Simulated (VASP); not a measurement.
Runs of VASP 6.6.1 on AlN. The structure is that of space group Fm-3m (No. 225), or close to it. The cells are those of the table. 

```csv
cell,gap on the mesh (eV),pressure (GPa)
"a = 2.766 Å, angles 60.0°, 2 atoms",(b),37.7
"a = 2.737 Å, angles 60.0°, 2 atoms",5.24,(c)
"a = 2.848 Å, angles 60.0°, 2 atoms",5.04,8.0
"a = 2.821 Å, angles 60.0°, 2 atoms",5.32,16.6
"a = 2.794 Å, angles 60.0°, 2 atoms",(a),26.4
```

Alike in all rows: task single point; level PBE; potentials or basis VASP PAW PBE potentials, release 64 (Al, N); no spin polarisation; k mesh 7 × 7 × 7; cutoff (eV) 600; smearing gaussian 0.01 eV.

Fill in the values left out.

(a) 5.37; (b) 5.31; (c) 50.6.

A k mesh can miss the band edges.
